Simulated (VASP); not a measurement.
Write the native input for VASP 6.6.1 that does the following.

```yaml
Task: relaxation of shape and atoms at fixed volume
Functional: PBE
Potentials_or_basis: VASP PAW PBE potentials, release 64 (Be, S)
Cutoff: 600 eV
k_mesh: 8 × 8 × 4
Occupations: gaussian, width 0.02 eV
Spin: no spin polarisation
Dipole_correction: no
Further_INCAR_settings: ALGO = Normal; EDIFF = 1e-07; IBRION = 2; EDIFFG = -0.01; NSW = 50; ISIF = 4
```

The structure of Be2S3 lies in POSCAR:

```
Be2S3
1.0
    2.2902559893     -2.5718738219      0.0026184778
    2.2902559893      2.5718738219      0.0026184778
   -0.3352123067      0.0000000000      6.3896034600
Be S
2 3
Direct
    0.4952005857      0.9463096574      0.8105207666
    0.0536903426      0.5047994143      0.1894792334
    0.3717706016      0.4271305170      0.6420800673
    0.5728694830      0.6282293984      0.3579199327
    0.0064689872      0.9935310128      0.0000000000
```

This cell differs from its parent crystal: volume scaled by 0.94.

One way to write it, as run:

INCAR

```
SYSTEM = Be2S3
PREC = Accurate
ENCUT = 600
EDIFF = 1E-7
ISMEAR = 0
SIGMA = 0.02
LREAL = .False.
LASPH = .True.
NELM = 60
ALGO = Normal
ISIF = 4
LWAVE = .False.
LCHARG = .False.
GGA = PE
IBRION = 2
NSW = 50
EDIFFG = -0.01
```

KPOINTS

```
regular mesh
0
Gamma
  8 8 4
  0 0 0
```

Potentials or basis: VASP PAW PBE potentials, release 64 (Be, S).

Command:

```sh
$ cat potpaw_PBE.64/Be/POTCAR potpaw_PBE.64/S/POTCAR > POTCAR
$ mpirun -np 1 vasp_std > vasp.out
```

Results of the run:

- Energy gained by relaxing: 1.0 meV/atom
- Ionic steps: 14
- Pressure after relaxing: 4.2 GPa
- Largest force after relaxing: 0.010 eV/Å
- Band gap on the k mesh: 1.38 eV, indirect (least direct gap 2.27 eV)

Wall time 12 min on 1 thread of Intel Xeon 8259CL, with other jobs on the host, peak memory 0.25 GiB.
